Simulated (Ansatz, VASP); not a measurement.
# SiC in VASP and in Ansatz

Contents of INCAR:

```
PREC     = Accurate       # precision mode
ENCUT    = 600            # plane-wave cutoff, eV
EDIFF    = 1E-6           # SCF threshold, eV
ISMEAR   = -1             # smearing method
SIGMA    = 0.01           # smearing width, eV
LREAL    = F              # projectors in reciprocal space
LASPH    = T              # aspherical terms in the spheres
NELM     = 120            # most SCF steps
ALGO     = Normal         # electronic algorithm
ISIF     = 2              # what is computed and relaxed
LWAVE    = F              # write WAVECAR
LCHARG   = F              # write CHGCAR
GGA      = PE             # functional
NBANDS   = 11             # bands
GGA_COMPAT= F
```

KPOINTS

```
Automatic mesh
0
Gamma
  8 8 8
```

File POSCAR:

```
SiC
1.0
    0.0000000000      2.1898524993      2.1898524993
    2.1898524993      0.0000000000      2.1898524993
    2.1898524993      2.1898524993      0.0000000000
Si C
1 1
Direct
    0.7500000002      0.7500000002      0.7500000002
    0.0000000000      0.0000000000      0.0000000000
```

Input for Ansatz:

```yaml
crystal:
  lattice:
    - [0.0, 2.1898524993, 2.1898524993]
    - [2.1898524993, 0.0, 2.1898524993]
    - [2.1898524993, 2.1898524993, 0.0]
  atoms:
    - { symbol: Si, position: [0.7500000002, 0.7500000002, 0.7500000002] }
    - { symbol: C, position: [0.0, 0.0, 0.0] }
basis:
  ecutwfc: 420.0
  ecutrho_ratio: 4
  xc_grid: 2
  precision: f64
hamiltonian:
  pseudopotentials: { kind: paw, azcp: { folder: soft_1 } }
  xc: pbe
scf:
  max_iter: 100
  occupations: { method: fermi_dirac, width: 0.01 }
kpoints:
  mp_grid: { grid: [8, 8, 8] }
  band_path: { path: [VBM, CBM], npoints: 1 }
checkpoint:
  write: "../edges0.hse06.run"
  compress: false
  write_wavefunctions: true
  write_every: 100000
```

Alike in both runs: task single point; functional PBE; k mesh 8 × 8 × 8; occupations fermi-dirac, width 0.01 eV; no spin polarisation.

```csv
,VASP,Ansatz
version,VASP 6.6.1,Ansatz 0.2.0
potentials or method,"VASP PAW PBE potentials, release 64 (Si, C), cutoff 600 eV",plane-wave PAW DFT
valence electrons in the cell,8,8
```

|  | VASP | Ansatz | Ansatz less VASP |
| --- | --- | --- | --- |
| gap on the k mesh at the Fermi level (eV) | 1.37 | 1.37 | +0.002 |
